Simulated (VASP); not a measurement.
Wanted: the native input for a VASP 6.6.1 run.

- Task: single point
- Functional: r2SCAN
- Potentials or basis: VASP PAW PBE potentials, release 64 (Si, O)
- Cutoff: 520 eV
- k mesh: 6 × 6 × 4
- Occupations: gaussian, width 0.02 eV
- Spin: no spin polarisation
- Dipole correction: no
- Further INCAR settings: ALGO = Normal; EDIFF = 1e-07; NBANDS = 44

Crystal: SiO2.

```
Si O
1.0
     5.24411    0.00000    0.00000
     0.00000    5.24411    0.00000
     0.00000    0.00000    7.40983
Si O
4 8
Direct
  0.23950 0.23950 0.00000
  0.26050 0.73950 0.75000
  0.73950 0.26050 0.25000
  0.76050 0.76050 0.50000
  0.52272 0.74957 0.63716
  0.47728 0.25043 0.13716
  0.74957 0.52272 0.36284
  0.24957 0.97728 0.88716
  0.25043 0.47728 0.86284
  0.02272 0.75043 0.61284
  0.97728 0.24957 0.11284
  0.75043 0.02272 0.38716
```

These files were run (other wordings do the same):

POSCAR

```
SiO2
1.0
    5.2441094488      0.0000000000      0.0000000000
    0.0000000000      5.2441094488      0.0000000000
    0.0000000000      0.0000000000      7.4098281329
Si O
4 8
Direct
    0.2395007299      0.2395007299      0.0000000000
    0.2604992701      0.7395007299      0.7500000000
    0.7395007299      0.2604992701      0.2500000000
    0.7604992701      0.7604992701      0.5000000000
    0.5227206609      0.7495663975      0.6371629141
    0.4772793391      0.2504336025      0.1371629141
    0.7495663975      0.5227206609      0.3628370859
    0.2495663975      0.9772793391      0.8871629141
    0.2504336025      0.4772793391      0.8628370859
    0.0227206609      0.7504336025      0.6128370859
    0.9772793391      0.2495663975      0.1128370859
    0.7504336025      0.0227206609      0.3871629141
```

INCAR.step1

```
PREC     = Accurate       # precision mode
ENCUT    = 520            # plane-wave cutoff, eV
ISMEAR   = 0              # smearing method
SIGMA    = 0.02           # smearing width, eV
LREAL    = False          # projectors in reciprocal space
LASPH    = True           # aspherical terms in the spheres
NELM     = 60             # most SCF steps
NBANDS   = 44             # bands
GGA      = PE             # functional
ALGO     = Normal         # electronic algorithm
EDIFF    = 1E-4           # SCF threshold, eV
LWAVE    = True           # write WAVECAR
LCHARG   = False          # write CHGCAR
```

INCAR.step2

```
PREC     = Accurate       # precision mode
ENCUT    = 520            # plane-wave cutoff, eV
EDIFF    = 1E-7           # SCF threshold, eV
ISMEAR   = 0              # smearing method
SIGMA    = 0.02           # smearing width, eV
LREAL    = False          # projectors in reciprocal space
LASPH    = True           # aspherical terms in the spheres
NELM     = 60             # most SCF steps
ALGO     = Normal         # electronic algorithm
ISIF     = 2              # what is computed and relaxed
LWAVE    = False          # write WAVECAR
LCHARG   = True           # write CHGCAR
METAGGA  = R2SCAN         # meta-GGA
LMIXTAU  = True         
LELF     = True           # ELF
LVHAR    = True         
NBANDS   = 44             # bands
ISTART   = 1
```

KPOINTS

```
Automatic mesh
0
Gamma
  6 6 4
```

Potentials or basis: VASP PAW PBE potentials, release 64 (Si, O).

Run with:

```bash
$ cat potpaw_PBE.64/Si/POTCAR potpaw_PBE.64/O/POTCAR > POTCAR
$ cp INCAR.step1 INCAR
$ mpirun -np 1 vasp_std > vasp.out
$ cp INCAR.step2 INCAR
$ mpirun -np 1 vasp_std > vasp.out
```

Results of the run:

```yaml
Pressure: -1.9 GPa
Largest_force: 0.014 eV/Å
Band_gap_on_the_k_mesh: 6.03 eV
```

Caveat: the PAW data sets were made with another functional, which shifts forces and pressure a little.

It took 21 min on 1 thread of Intel(R) Xeon(R) Platinum 8259CL CPU @ 2.50GHz (Skylake/Cascade Lake), with other jobs on the host, peak memory 0.42 GiB.
